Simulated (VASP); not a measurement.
A run of VASP 6.6.1:

File POSCAR:

```
Al2O3
1.0
    3.0174825440      0.0000000000      0.0000000000
   -1.5087412720      2.6132165386      0.0000000000
    0.0000000000      0.0000000000      6.9686651220
Al O
2 3
Direct
    0.0000000000      0.0000000000      0.2779510000
    0.0000000000      0.0000000000      0.7220490000
    0.3333333333      0.6666666667      0.1994540000
    0.6666666667      0.3333333333      0.8005460000
    0.0000000000      0.0000000000      0.5000000000
```

INCAR.step1

```
SYSTEM = Al2O3
PREC     = Accurate       ! precision mode
ENCUT    = 520            ! plane-wave cutoff, eV
ISMEAR   = 0              ! smearing method
SIGMA    = 0.05           ! smearing width, eV
LREAL    = .False.        ! projectors in reciprocal space
LASPH    = .True.         ! aspherical terms in the spheres
NELM     = 100            ! most SCF steps
NBANDS   = 20             ! bands
GGA      = PE             ! functional
ALGO     = Normal         ! electronic algorithm
EDIFF    = 1E-4           ! SCF threshold, eV
LWAVE    = .True.         ! write WAVECAR
LCHARG   = .False.        ! write CHGCAR
```

File INCAR.step2:

```
SYSTEM = Al2O3
PREC     = Accurate       ! precision mode
ENCUT    = 520            ! plane-wave cutoff, eV
EDIFF    = 1E-6           ! SCF threshold, eV
ISMEAR   = 0              ! smearing method
SIGMA    = 0.05           ! smearing width, eV
LREAL    = .False.        ! projectors in reciprocal space
LASPH    = .True.         ! aspherical terms in the spheres
NELM     = 100            ! most SCF steps
ALGO     = Normal         ! electronic algorithm
ISIF     = 2              ! what is computed and relaxed
LWAVE    = .False.        ! write WAVECAR
LCHARG   = .False.        ! write CHGCAR
METAGGA  = R2SCAN         ! meta-GGA
LMIXTAU  = .True.       
NBANDS   = 20             ! bands
ISTART   = 1
```

File KPOINTS:

```
Automatic mesh
0
Gamma
  12 12 4
  0 0 0
```

Potentials or basis: VASP PAW PBE potentials, release 64 (Al, O).

The run is started by

```sh
$ cat potpaw_PBE.64/Al/POTCAR potpaw_PBE.64/O/POTCAR > POTCAR
$ cp INCAR.step1 INCAR
$ mpirun -np 1 vasp_std > vasp.out
$ cp INCAR.step2 INCAR
$ mpirun -np 1 vasp_std > vasp.out
```

Hardware: 1 thread of Intel(R) Xeon(R) Platinum 8375C CPU @ 2.90GHz (Ice Lake) (shared host).

How long does it take, and how much memory?

It took 3.6 min on 1 thread of Intel(R) Xeon(R) Platinum 8375C CPU @ 2.90GHz (Ice Lake), with other jobs on the host, peak memory 0.21 GiB. Counts: k points 69.
